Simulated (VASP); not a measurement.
Set up this calculation in VASP 6.6.1, as the native input.

```yaml
Task: single point
Functional: PBE
Potentials_or_basis: VASP PAW PBE potentials, release 64 (B, Mo_sv, Ru_pv)
Cutoff: 520 eV
k_mesh: 6 × 6 × 4
Occupations: gaussian, width 0.1 eV
Spin: no spin polarisation
Dipole_correction: no
Further_INCAR_settings: ALGO = Normal; EDIFF = 1e-07; NBANDS = 29
```

The structure of B4MoRu lies in POSCAR:

```
B4MoRu
1.0
    3.0085606727      0.0000000000      0.0000000000
   -1.5042803363      2.6054899714      0.0000000000
    0.0000000000      0.0000000000      6.6849641449
B Mo Ru
4 1 1
Direct
    0.3333333333      0.6666666667      0.7486013608
    0.3333333333      0.6666666667      0.2513986392
    0.6666666667      0.3333333333      0.7486013608
    0.6666666667      0.3333333333      0.2513986392
    0.0000000000      0.0000000000      0.5000000000
    0.0000000000      0.0000000000      0.0000000000
```

The input as run:

INCAR

```
SYSTEM = B4MoRu
PREC = Accurate ; ENCUT = 520
EDIFF = 1E-7 ; ISMEAR = 0
SIGMA = 0.1 ; LREAL = .FALSE.
LASPH = .TRUE. ; NELM = 100
ALGO = Normal ; ISIF = 2
LWAVE = .FALSE. ; LCHARG = .FALSE.
GGA = PE ; NBANDS = 29
```

KPOINTS

```
Automatic mesh
0
G
  6 6 4
  0 0 0
```

Potentials or basis: VASP PAW PBE potentials, release 64 (B, Mo_sv, Ru_pv).

The run is started by

```bash
$ cat potpaw_PBE.64/B/POTCAR potpaw_PBE.64/Mo_sv/POTCAR potpaw_PBE.64/Ru_pv/POTCAR > POTCAR
$ mpirun -np 1 vasp_std > vasp.out
```

Results of the run:

| Item | Value |
| --- | --- |
| Pressure | 0.3 GPa |
| Largest force | 0.012 eV/Å |
| Band gap on the k mesh | zero (band 20 reaches 12.10 eV, above the bottom of band 21 at 10.50 eV) |

Caveat: the k points lie up to 0.40 Å⁻¹ apart.

Run time: 14 s on 1 thread of Intel(R) Xeon(R) 6975P-C (Granite Rapids) (shared host), peak memory 0.18 GiB.
